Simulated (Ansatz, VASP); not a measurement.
Given: the input of a run of VASP 6.6.1 on BaTiO3.

Contents of INCAR:

```
SYSTEM = BaTiO3
PREC = Accurate
ENCUT = 520
EDIFF = 1E-6
ISMEAR = -1
SIGMA = 0.05
LREAL = .FALSE.
LASPH = .TRUE.
NELM = 100
ALGO = Normal
ISIF = 2
LWAVE = .FALSE.
LCHARG = .TRUE.
GGA = PS
LELF = .TRUE.
LVHAR = .TRUE.
NBANDS = 28
```

KPOINTS

```
Automatic mesh
0
G
  7 7 7
  0 0 0
```

The input POSCAR:

```
BaTiO3
1.0
    3.9855000000      0.0000000000      0.0000000000
    0.0000000000      2.8369000000      2.8451500000
    0.0000000000     -2.8369000000      2.8451500000
Ba Ti O
1 1 3
Direct
    0.0005220000     -0.0001460000      0.0060690000
    0.5039280000      0.5132700000      0.5199710000
    0.5003990000      0.9771650000      0.5031310000
    0.5168270000      0.5021070000      1.0096530000
    0.0052460000      0.4897220000      0.5025510000
```

Potentials or basis: VASP PAW PBE potentials, release 64 (Ba_sv, Ti_sv, O).

Run with:

```console
$ cat potpaw_PBE.64/Ba_sv/POTCAR potpaw_PBE.64/Ti_sv/POTCAR potpaw_PBE.64/O/POTCAR > POTCAR
$ mpirun -np 1 vasp_std > vasp.out
```

Translate it to Ansatz 0.2.0. Potentials there: Ansatz PAW.

As run (the cutoff follows the program's own potentials):

input.yaml

```yaml
crystal:
  lattice:
    - [3.9855, 0.0, 0.0]
    - [0.0, 2.8369, 2.84515]
    - [0.0, -2.8369, 2.84515]
  atoms:
    - { symbol: Ba, position: [0.000522, -0.000146, 0.006069] }
    - { symbol: Ti, position: [0.503928, 0.51327, 0.519971] }
    - { symbol: O, position: [0.500399, 0.977165, 0.503131] }
    - { symbol: O, position: [0.516827, 0.502107, 1.009653] }
    - { symbol: O, position: [0.005246, 0.489722, 0.502551] }
hamiltonian:
  xc: pbesol
  pseudopotentials: { kind: paw }
kpoints:
  mp_grid: { grid: [7, 7, 7] }
scf:
  occupations: { method: fermi_dirac, width: 0.05 }
output:
  forces: true
  stress: true
  eigenvalues: true
```

Potentials or basis: Ansatz PAW.

Run with:

```sh
$ ansatz run input.yaml --threads 1 --pin off --max-ram 3584MiB --backend cpu --events-out ev --progress --plain --runs-dir out
```

Both were run:

|  | VASP | Ansatz | Ansatz less VASP |
| --- | --- | --- | --- |
| gap on the k mesh at the Fermi level (eV) | 1.90 | 1.96 | +0.064 |
| least direct gap on the mesh (eV) | 2.09 | 2.11 | +0.026 |
| pressure (GPa) | -1.5 | -3.3 | -1.83 |
| traceless stress, the component that is largest in VASP (GPa) | 1.24 | 1.17 | -0.063 |
| rms of the force components (eV/Å) | 0.209 | 0.208 | -0.0009 |

VASP's potentials were made for PBE, not for PBEsol. Atom by atom the forces differ by 0.018 eV/Å (rms over components). With one functional, cell and mesh, what is left measures potentials, basis and numerics.

Neither program's run includes spin-orbit coupling. Noted on Ansatz's run: odd divisions of the mesh miss points on the zone boundary, where band edges often lie, so the gap on the mesh can be too wide.
